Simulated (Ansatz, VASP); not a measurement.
**Two plane-wave programs on GaSb**

```
Ga Sb
1.0
     0.00000    2.77835    2.77835
     2.77835    0.00000    2.77835
     2.77835    2.77835    0.00000
Ga Sb
1 1
Direct
  0.00000 0.00000 0.00000
  0.50000 0.50000 0.50000
```

Change from the starting cell: volume scaled by 0.88, PAW files, core large.

Alike in both runs: task single point; functional PBE; k mesh 13 × 13 × 13; occupations fermi-dirac, width 0.08 eV; no spin polarisation.

|  | VASP | Ansatz |
| --- | --- | --- |
| version | VASP 6.6.1 | Ansatz 0.2.0 |
| potentials or method | VASP PAW PBE potentials, release 64 (Ga_d, Sb) | PAW with other files of Ansatz's library (core large), scalar-relativistic |
| plane-wave cutoff (eV) | 500 | 420 |
| valence electrons in the cell | 18 | 28 |

```tsv
	VASP	Ansatz	Ansatz less VASP
pressure (GPa)	9.6	9.6	-0.08
```

VASP's potentials hold 18 valence electrons a cell and Ansatz's 28, so a difference there can come from the potentials and not from the codes. Ansatz's warnings: datasets by core.

Spin-orbit coupling is off throughout.
